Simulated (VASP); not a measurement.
# SiC (P6_3mc) in VASP: settings compared

SiC is run at these levels: PBE, HSE06; tasks: single point.

All numbers are computed with VASP 6.6.1; they aren't measurements. Logs are shortened: lines on timing, memory, paths and dates and some standing lists are left out, and cuts for length are marked.

## (1) The cell of the first run

The structure is hexagonal, space group P6_3mc (No. 186). The conventional cell has a = 3.076 Å, b = 3.076 Å, c = 10.071 Å, α = 90.00°, β = 90.00°, γ = 120.00°. Within 2.5 Å of Si (site symmetry 3m) lie 4 C at 1.88 to 1.89 Å. Within 2.5 Å of Si (site symmetry 3m) lie 4 C at 1.88 to 1.89 Å. Within 2.5 Å of C (site symmetry 3m) lie 4 Si at 1.88 to 1.89 Å. Within 2.5 Å of C (site symmetry 3m) lie 4 Si at 1.88 to 1.89 Å.

## (2) Single point, PBE

INCAR reads:

```
  PREC = Accurate
  ENCUT = 600
  EDIFF = 1E-6
  ISMEAR = -1
  SIGMA = 0.02
  LREAL = F
  LASPH = T
  NELM = 120
  ALGO = Normal
  ISIF = 2
  LWAVE = F
  LCHARG = T
  GGA = PE
  LELF = T
  LVHAR = T
  NBANDS = 26
  GGA_COMPAT = F
```

KPOINTS reads:

```
regular mesh
0
Gamma
  12 12 4
```

POSCAR reads:

```
SiC
1.0
    3.0756941497      0.0000000000      0.0000000000
   -1.5378470748      2.6636292679      0.0000000000
    0.0000000000      0.0000000000     10.0706464800
Si C
4 4
Direct
    0.0000000000      0.0000000000      0.1878943800
    0.0000000000      0.0000000000      0.6878943800
    0.3333333333      0.6666666667      0.4378419800
    0.6666666667      0.3333333333      0.9378419800
    0.0000000000      0.0000000000      0.0004600500
    0.0000000000      0.0000000000      0.5004600500
    0.3333333333      0.6666666667      0.2498025900
    0.6666666667      0.3333333333      0.7498025900
```

Potentials or basis: VASP PAW PBE potentials, release 64 (Si, C).

The run is started by

```sh
$ cat potpaw_PBE.64/Si/POTCAR potpaw_PBE.64/C/POTCAR > POTCAR
$ mpirun -np 1 vasp_std > vasp.out
```

OUTCAR:

```text
PREC = Accurate
   ENCUT = 600
   EDIFF = 1E-6
   ISMEAR = -1
   LREAL = F
   LASPH = T
   NELM = 120
   ISIF = 2
   GGA = PE

 ion  position               nearest neighbor table
   1  0.000  0.000  0.188-   7 1.88   7 1.88   7 1.88   5 1.89   3 3.08   3 3.08   3 3.08   4 3.08
                             4 3.08   4 3.08
   2  0.000  0.000  0.688-   8 1.88   8 1.88   8 1.88   6 1.89   4 3.08   4 3.08   4 3.08   3 3.08
                             3 3.08   3 3.08
   3  0.333  0.667  0.438-   6 1.88   6 1.88   6 1.88   7 1.89   1 3.08   1 3.08   1 3.08   2 3.08
                             2 3.08   2 3.08
   4  0.667  0.333  0.938-   5 1.88   5 1.88   5 1.88   8 1.89   2 3.08   2 3.08   2 3.08   1 3.08
                             1 3.08   1 3.08
   5  0.000  0.000  0.000-   4 1.88   4 1.88   4 1.88   1 1.89
   6  0.000  0.000  0.500-   3 1.88   3 1.88   3 1.88   2 1.89
   7  0.333  0.667  0.250-   1 1.88   1 1.88   1 1.88   3 1.89
   8  0.667  0.333  0.750-   2 1.88   2 1.88   2 1.88   4 1.89

  LATTYP: Found a hexagonal cell.
 ALAT       =     3.0756941497
 C/A-ratio  =     3.2742678530

  Lattice vectors:

 A1 = (   3.0756941497,   0.0000000000,   0.0000000000)
 A2 = (  -1.5378470748,   2.6636292679,   0.0000000000)
 A3 = (   0.0000000000,   0.0000000000,  10.0706464800)

Analysis of symmetry for initial positions (statically):
=====================================================================
 Subroutine PRICEL returns:
 Original cell was already a primitive cell.

 Routine SETGRP: Setting up the symmetry group for a
 hexagonal supercell.

 Subroutine GETGRP returns: Found 12 space group operations
 (whereof  6 operations were pure point group operations)
 out of a pool of 24 trial point group operations.

The static configuration has the point symmetry C_3v.
 The point group associated with its full space group is C_6v.

Analysis of symmetry for dynamics (positions and initial velocities):
=====================================================================
 Subroutine PRICEL returns:
 Original cell was already a primitive cell.

 Routine SETGRP: Setting up the symmetry group for a
 hexagonal supercell.

 Subroutine GETGRP returns: Found 12 space group operations
 (whereof  6 operations were pure point group operations)
 out of a pool of 24 trial point group operations.

The dynamic configuration has the point symmetry C_3v.
 The point group associated with its full space group is C_6v.

 Subroutine INISYM returns: Found 12 space group operations
 (whereof  6 operations are pure point group operations),
 and found     1 'primitive' translations

----------------------------------------------------------------------------------------

                                     Primitive cell

  volume of cell :      82.5039

  direct lattice vectors                    reciprocal lattice vectors
     3.075694150  0.000000000  0.000000000     0.325129857  0.187713811  0.000000000
    -1.537847075  2.663629268  0.000000000     0.000000000  0.375427621  0.000000000
     0.000000000  0.000000000 10.070646480     0.000000000  0.000000000  0.099298491

  length of vectors
     3.075694150  3.075694150 10.070646480     0.375427621  0.375427621  0.099298491

  position of ions in fractional coordinates (direct lattice)
     0.000000000  0.000000000  0.187894380
     0.000000000  0.000000000  0.687894380
     0.333333333  0.666666667  0.437841980
     0.666666667  0.333333333  0.937841980
     0.000000000  0.000000000  0.000460050
     0.000000000  0.000000000  0.500460050
     0.333333333  0.666666667  0.249802590
     0.666666667  0.333333333  0.749802590

  ion indices of the primitive-cell ions
   primitive index   ion index
                 1           1
                 2           2
                 3           3
                 4           4
                 5           5
                 6           6
                 7           7
                 8           8

----------------------------------------------------------------------------------------

 KPOINTS: regular mesh

Automatic generation of k-mesh.
 Grid dimensions read from file:
 generate k-points for:   12   12    4

 Generating k-lattice:

  Cartesian coordinates                     Fractional coordinates (reciprocal lattice)
     0.027094155  0.015642818  0.000000000     0.083333333  0.000000000  0.000000000
     0.000000000  0.031285635  0.000000000     0.000000000  0.083333333  0.000000000
     0.000000000  0.000000000  0.024824623     0.000000000  0.000000000  0.250000000

  Length of vectors
     0.031285635  0.031285635  0.024824623

  Shift w.r.t. Gamma in fractional coordinates (k-lattice)
     0.000000000  0.000000000  0.000000000

 Subroutine IBZKPT returns following result:
 ===========================================

 Found     57 irreducible k-points:

 Following reciprocal coordinates:
            Coordinates               Weight
  0.000000  0.000000  0.000000      1.000000
  0.083333 -0.000000  0.000000      6.000000
  0.166667 -0.000000  0.000000      6.000000
  0.250000  0.000000  0.000000      6.000000
  0.333333  0.000000  0.000000      6.000000
  0.416667  0.000000  0.000000      6.000000
[... 16 lines left out ...]
  0.250000  0.000000  0.250000     12.000000
  0.333333  0.000000  0.250000     12.000000
 [... further k-points ...]
   k-points           NKPTS =     57   k-points in BZ     NKDIM =     57   number of bands    NBANDS=     26
   number of dos      NEDOS =    301   number of ions     NIONS =      8
   total plane-waves  NPLWV =  62720
   dimension x,y,z NGX =    28 NGY =   28 NGZ =   80
   dimension x,y,z NGXF=    56 NGYF=   56 NGZF=  160
   ions per type =               4   4
   NGX,Y,Z   is equivalent  to a cutoff of  15.13, 15.13, 13.21 a.u.
   NGXF,Y,Z  is equivalent  to a cutoff of  30.27, 30.27, 26.41 a.u.
 SYSTEM =  unknown system
   PREC   = accura    normal or accurate (medium, high low for compatibility)
   ISTART =      0    job   : 0-new  1-cont  2-samecut
   ICHARG =      2    charge: 1-file 2-atom 10-const
   ISPIN  =      1    spin polarized calculation?
   LNONCOLLINEAR =      F non collinear calculations
   LSORBIT =      F    spin-orbit coupling
   LASPH  =      T    aspherical Exc in radial PAW
   ENCUT  =  600.0 eV  44.10 Ry    6.64 a.u.   6.14  6.14 20.11*2*pi/ulx,y,z
   NELM   =    120;   NELMIN=  2; NELMDL= -5     # of ELM steps
   EDIFF  = 0.1E-05   stopping-criterion for ELM
   LREAL  =      F    real-space projection
   EDIFFG = 0.1E-04   stopping-criterion for IOM
   NSW    =      0    number of steps for IOM
   IBRION =     -1    ionic relax: 0-MD 1-quasi-New 2-CG
   NFREE  =      0    steps in history (QN), initial steepest desc. (CG)
   ISIF   =      2    stress and relaxation
   ISYM   =      2    0-nonsym 1-usesym 2-fastsym
   POTIM  = 0.5000    time-step for ionic-motion
   TEBEG  =    0.0;   TEEND  =   0.0 temperature during run
   PSTRESS=    0.0 pullay stress
   NELECT =      32.0000    total number of electrons
   NUPDOWN=      -1.0000    fix difference up-down
   EMIN   =  10.00;   EMAX   =-10.00  energy-range for DOS
   EFERMI =   0.00;   METHOD = LEGACY
   ISMEAR =    -1;   SIGMA  =   0.02  broadening in eV -4-tet -1-fermi 0-gaus
   EFERMI_NEDOS =   21; number of points for ismear=-14 and -15
   IALGO  =     38    algorithm
   IMIX   =      4    mixing-type and parameters
     AMIX     =   0.40;   BMIX     =  1.00
     AMIX_MAG =   1.60;   BMIX_MAG =  1.00
  volume/ion in A,a.u.               =      10.31        69.60
  Fermi-wavevector in a.u.,A,eV,Ry     =   1.193897  2.256138 19.393597  1.425389
  Thomas-Fermi vector in A             =   2.329900
   LORBIT       =      0    0 simple, 1 ext, 2 COOP (PROOUT), +10 PAW based schemes
   GGA     = PE    functional components
   LHFCALC =     F    Hartree Fock is set to
   AEXX    =    0.0000 exact exchange contribution
   IVDW    =     0    specifies the selected vdW correction
   LEPSILON=     F    determine dielectric tensor
   LRPA    =     F    only Hartree local field effects (RPA)
 non-spin polarized calculation
  energy-cutoff  :      600.00
  volume of cell :       82.50
 maximum number of plane-waves:      2790
 NGX is ok and might be reduce to    28
   NGX = 13   NGY = 13   NGZ = 41

 number of electron      32.0000001 magnetization

 Free energy of the ion-electron system (eV)
  ---------------------------------------------------
  ext. energy  EPLUGINS =         0.00000000
  ---------------------------------------------------
  free energy    TOTEN  =       -60.23698609 eV

  energy without entropy =      -60.23698609  energy(sigma->0) =      -60.23698609

 E-fermi :   8.6382     XC(G=0): -11.3672

 val. band max:        8.2099836569   @ k =   0.0000   0.0000   0.0000
 cond. band min:      10.4360150534   @ k =   0.5000   0.0000   0.0000
 fundamental gap:      2.2260313965
 Fermi energy:         8.6382073343

 k-point     1 :       0.0000    0.0000    0.0000
  band No.  band energies     occupation
      1      -7.2959      2.00000
      2      -6.1161      2.00000
      3      -6.0795      2.00000
      4      -3.7195      2.00000
      5      -0.4175      2.00000
      6       3.8226      2.00000
[... 18 lines left out ...]
     25      15.6252      0.00000
     26      16.2835      0.00000

 k-point     2 :       0.0833   -0.0000    0.0000
  band No.  band energies     occupation
      1      -7.1749      2.00000
      2      -5.9992      2.00000
      3      -5.9620      2.00000
      4      -3.6174      2.00000
      5      -0.3064      2.00000
      6       3.8605      2.00000
[... 18 lines left out ...]
     25      15.6632      0.00000
     26      16.2009      0.00000

 k-point     3 :       0.1667   -0.0000    0.0000
  band No.  band energies     occupation
      1      -6.8152      2.00000
      2      -5.6527      2.00000
      3      -5.6136      2.00000
      4      -3.3203      2.00000
      5       0.0171      2.00000
      6       3.8394      2.00000
[... 18 lines left out ...]
     25      16.2672      0.00000
     26      16.4029      0.00000

 k-point     4 :       0.2500    0.0000    0.0000
  band No.  band energies     occupation
      1      -6.2273      2.00000
      2      -5.0921      2.00000
      3      -5.0488      2.00000
      4      -2.8663      2.00000
      5       0.5041      2.00000
      6       2.9190      2.00000
[... 18 lines left out ...]
     25      16.7353      0.00000
     26      17.2932      0.00000

 k-point     5 :       0.3333    0.0000    0.0000
  band No.  band energies     occupation
      1      -5.4369      2.00000
      2      -4.3593      2.00000
      3      -4.3064      2.00000
      4      -2.3767      2.00000
      5       0.8365      2.00000
      6       1.5504      2.00000
[... 18 lines left out ...]
     25      16.9282      0.00000
     26      17.2365      0.00000

 k-point     6 :       0.4167    0.0000    0.0000
  band No.  band energies     occupation
      1      -4.5173      2.00000
      2      -3.5981      2.00000
      3      -3.5091      2.00000
      4      -2.2048      2.00000
      5       0.1651      2.00000
      6       0.5231      2.00000
[... 427 lines left out ...]
 k-point    21 :       0.0833   -0.0000    0.2500
  band No.  band energies     occupation
      1      -7.0985      2.00000
      2      -6.4953      2.00000
      3      -5.3447      2.00000
      4      -3.9473      2.00000
      5       0.1449      2.00000
      6       2.4808      2.00000
[... 18 lines left out ...]
     25      15.7385      0.00000
     26      16.0040      0.00000

 k-point    22 :       0.1667   -0.0000    0.2500
  band No.  band energies     occupation
      1      -6.7395      2.00000
      2      -6.1420      2.00000
      3      -5.0058      2.00000
      4      -3.6383      2.00000
      5       0.4461      2.00000
      6       2.6407      2.00000
[... 18 lines left out ...]
     25      16.2918      0.00000
     26      16.4920      0.00000

 k-point    23 :       0.2500    0.0000    0.2500
  band No.  band energies     occupation
      1      -6.1529      2.00000
      2      -5.5674      2.00000
      3      -4.4612      2.00000
      4      -3.1586      2.00000
      5       0.8680      2.00000
      6       2.5020      2.00000
[... 18 lines left out ...]
     25      17.0085      0.00000
     26      17.2495      0.00000

 k-point    24 :       0.3333    0.0000    0.2500
  band No.  band energies     occupation
      1      -5.3653      2.00000
      2      -4.8044      2.00000
      3      -3.7637      2.00000
      4      -2.6118      2.00000
      5       0.9315      2.00000
      6       1.4588      2.00000
[... 18 lines left out ...]
     25      16.8542      0.00000
     26      17.4706      0.00000

 [... further k-points ...]

------------------------ aborting loop because EDIFF is reached ----------------------------------------

  FORCE on cell =-STRESS in cart. coord.  units (eV):
  Direction    XX          YY          ZZ          XY          YZ          ZX
  --------------------------------------------------------------------------------------
  -------------------------------------------------------------------------------------
  Total        1.9391405      1.9391405      1.8718169      0.0000000      0.0000000      0.0000000
  in kB       37.6569882     37.6569882     36.3496028      0.0000000      0.0000000      0.0000000
  external PRESSURE =      37.2211931 kB  Pullay stress =       0.0000000 kB

 VOLUME and BASIS-vectors are now :
 -----------------------------------------------------------------------------
  energy-cutoff  :      600.00
  volume of cell :       82.50
      direct lattice vectors                 reciprocal lattice vectors
     3.075694150  0.000000000  0.000000000     0.325129857  0.187713811  0.000000000
    -1.537847075  2.663629268  0.000000000     0.000000000  0.375427621  0.000000000
     0.000000000  0.000000000 10.070646480     0.000000000  0.000000000  0.099298491

 POSITION                                       TOTAL-FORCE (eV/Angst)
 -----------------------------------------------------------------------------------
      0.00000      0.00000      1.89222        -0.000000      0.000000      0.001921
      0.00000      0.00000      6.92754         0.000000      0.000000      0.001921
     -0.00000      1.77575      4.40935         0.000000     -0.000000     -0.005044
      1.53785      0.88788      9.44468        -0.000000      0.000000     -0.005044
      0.00000      0.00000      0.00463         0.000000     -0.000000     -0.002426
      0.00000      0.00000      5.03996        -0.000000      0.000000     -0.002426
     -0.00000      1.77575      2.51567         0.000000      0.000000      0.005549
      1.53785      0.88788      7.55100        -0.000000     -0.000000      0.005549
 -----------------------------------------------------------------------------------
    total drift:                                0.000000      0.000000      0.000055

  FREE ENERGIE OF THE ION-ELECTRON SYSTEM (eV)
  ---------------------------------------------------
  free  energy   TOTEN  =       -60.2369860855 eV

  energy  without entropy=      -60.2369860855  energy(sigma->0) =      -60.23698609
```

Wall time 2.4 min (1 thread of Intel Xeon 8259CL, shared host); peak memory 0.3 GiB.

Results:

```
Free energy            : -60.2370 eV
Pressure               : 3.7 GPa
Largest force          : 0.006 eV/Å
Band gap on the k mesh : 2.23 eV (least direct gap 3.35 eV)
```

Forces in eV/Å, atoms in the order of the input:
```
Si   0.000  0.000  0.002
Si   0.000  0.000  0.002
Si   0.000  0.000 -0.005
Si   0.000  0.000 -0.005
C    0.000  0.000 -0.002
C    0.000  0.000 -0.002
C    0.000  0.000  0.006
C    0.000  0.000  0.006
```

Levels at points of the mesh, in eV from the valence-band top:
| k point | band 14 | band 15 | band 16 | band 17 | band 18 | band 19 |
| --- | --- | --- | --- | --- | --- | --- |
| (0.00, 0.00, 0.00) | -0.05 | 0.00 | 0.00 | 5.12 | 5.70 | 6.32 |
| (0.50, 0.00, 0.00) | -2.22 | -1.58 | -1.12 | 2.23 | 2.36 | 4.23 |
| (0.00, 0.00, 0.50) | -0.21 | -0.21 | -0.21 | 5.32 | 5.32 | 6.79 |
| (0.50, 0.00, 0.50) | -2.50 | -1.55 | -1.55 | 2.64 | 2.64 | 4.22 |

Caveat: the cell stands under pressure. A k mesh can miss the band edges.

(Continued in part 2 of 2.)
